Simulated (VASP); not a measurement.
A run of VASP 6.6.1:

File INCAR:

```
SYSTEM = H2C18O
  PREC = Accurate
  ENCUT = 520
  EDIFF = 1E-6
  ISMEAR = 0
  SIGMA = 0.05
  LREAL = Auto
  LASPH = .True.
  NELM = 60
  ALGO = Normal
  ISIF = 2
  LWAVE = .False.
  LCHARG = .False.
  GGA = PS
  NBANDS = 56
```

KPOINTS

```
regular mesh
0
Gamma
  2 2 1
  0 0 0
```

The input POSCAR:

```
H2C18O
1.0
    7.3980000000      0.0000000000      0.0000000000
   -3.6990000000      6.4068560000      0.0000000000
    0.0000000000      0.0000000000     12.0000000000
C O H
18 1 2
Direct
   -0.0019079345     -0.0042635577      0.0630978333
    0.2194330538      0.1065349369      0.0631158333
   -0.0035946518      0.3297487879      0.0629671667
    0.2211614071      0.4420227331      0.0630474167
   -0.0014896649      0.6646843631      0.0630525000
    0.2188751360      0.7748546245      0.0631492500
    0.3295306843     -0.0037653414      0.0632046667
    0.5543826498      0.1087820610      0.0632861667
    0.3318414790      0.3313771997      0.0630933333
    0.5522270284      0.4415605720      0.0630884167
    0.3312793967      0.6623860440      0.0631470833
    0.5526556965      0.7729610280      0.0632436667
    0.6651357585     -0.0020393778      0.0633976667
    0.8857872077      0.1083167782      0.0631240000
    0.6647153930      0.3292215402      0.0630766667
    0.8861379280      0.4398843988      0.0629498333
    0.6629809192      0.6628983077      0.0631206667
    0.8878437405      0.7753484705      0.0630820000
    0.8041598347      0.1421709806      0.3390582500
    0.7549522645      0.0931445939      0.2637813333
    0.6792986440      0.1154380557      0.3792489167
```

Potentials or basis: VASP PAW PBE potentials, release 64 (C, O, H).

Command:

```sh
$ cat potpaw_PBE.64/C/POTCAR potpaw_PBE.64/O/POTCAR potpaw_PBE.64/H/POTCAR > POTCAR
$ mpirun -np 1 vasp_std > vasp.out
```

Hardware: 1 thread of AMD EPYC 9R45 96-Core Processor (Zen 5), with other jobs on the host.

Problem. Estimate the wall time of this run.

Solution. Run time: 3.2 min on 1 thread of AMD EPYC 9R45 96-Core Processor (Zen 5), on a shared host, peak memory 0.56 GiB. Counts: scf iterations 22, k points 4.
